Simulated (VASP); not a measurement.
Input of a VASP 6.6.1 run:

Contents of INCAR:

```
PREC = Accurate
ENCUT = 600
EDIFF = 1E-6
ISMEAR = -1
SIGMA = 0.1
LREAL = False
LASPH = True
NELM = 60
ALGO = Normal
ISIF = 3
LWAVE = False
LCHARG = False
GGA = PE
IBRION = 2
NSW = 60
EDIFFG = -0.005
PSTRESS = 150.0
```

Contents of KPOINTS:

```
Automatic mesh
0
Gamma
  13 13 13
```

The input POSCAR:

```
La
1.0
    3.0104765043      0.0000000000      0.0000000000
    0.0000000000      3.0104765043      0.0000000000
    0.0000000000      0.0000000000      3.0104765043
La
1
Direct
    0.0000000000      0.0000000000      0.0000000000
```

Potentials or basis: VASP PAW PBE potentials, release 64 (La).

Run with:

```sh
$ cat potpaw_PBE.64/La/POTCAR > POTCAR
$ mpirun -np 1 vasp_std > vasp.out
```

(1) Predict the space group after relaxing (to 0.05 Å).

(2) Estimate the relaxed cell.

(3) Estimate the relaxed volume.

Results:

(1) Pm-3m (No. 221).

(2) a = 2.974 Å, b = 2.974 Å, c = 2.974 Å, α = 90.00°, β = 90.00°, γ = 90.00°.

(3) 26.30 Å³/atom.

Caveat: the cell is relaxed towards a set pressure, so the enthalpy falls and the energy may rise.
